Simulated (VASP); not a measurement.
Here is a VASP 6.6.1 calculation.

POSCAR

```
Cu
1.0
    1.2019959458     -3.9226365845      0.0000000000
    1.2019959458      3.9226365845      0.0000000000
    0.0000000000      0.0000000000      2.4420387800
Cu
2
Direct
    0.8661333500      0.1338666500      0.7500000000
    0.1338666500      0.8661333500      0.2500000000
```

File INCAR.step1:

```
ALGO = Normal
EDIFF = 1E-4
ENCUT = 520
GGA = PE
ISMEAR = -1
LASPH = True
LCHARG = False
LREAL = False
LWAVE = True
NBANDS = 18
NELM = 80
PREC = Accurate
SIGMA = 0.05
```

Contents of INCAR.step2:

```
ALGO = Normal
EDIFF = 1E-6
ENCUT = 520
ISIF = 2
ISMEAR = -1
ISTART = 1
LASPH = True
LCHARG = True
LELF = True
LMIXTAU = True
LREAL = False
LVHAR = True
LWAVE = False
METAGGA = R2SCAN
NBANDS = 18
NELM = 80
PREC = Accurate
SIGMA = 0.05
```

The input KPOINTS:

```
k-points
0
Gamma
  11 11 11
```

Potentials or basis: VASP PAW PBE potentials, release 64 (Cu).

The run is started by

```sh
$ cat potpaw_PBE.64/Cu/POTCAR > POTCAR
$ cp INCAR.step1 INCAR
$ mpirun -np 1 vasp_std > vasp.out
$ cp INCAR.step2 INCAR
$ mpirun -np 1 vasp_std > vasp.out
```

Q: Predict the largest force.

A: 0.080 eV/Å.

Q: Predict the band gap on the k mesh.

A: Zero (bands 11 and 12 overlap by 5.90 eV).

Q: Estimate the pressure.

A: 7.4 GPa.

Forces in eV/Å, atoms in the order of the input:
```
Cu   0.000 -0.080  0.000
Cu   0.000  0.080  0.000
```

Caveat: the cell stands under pressure; the PAW data sets were made with another functional, which shifts forces and pressure a little.
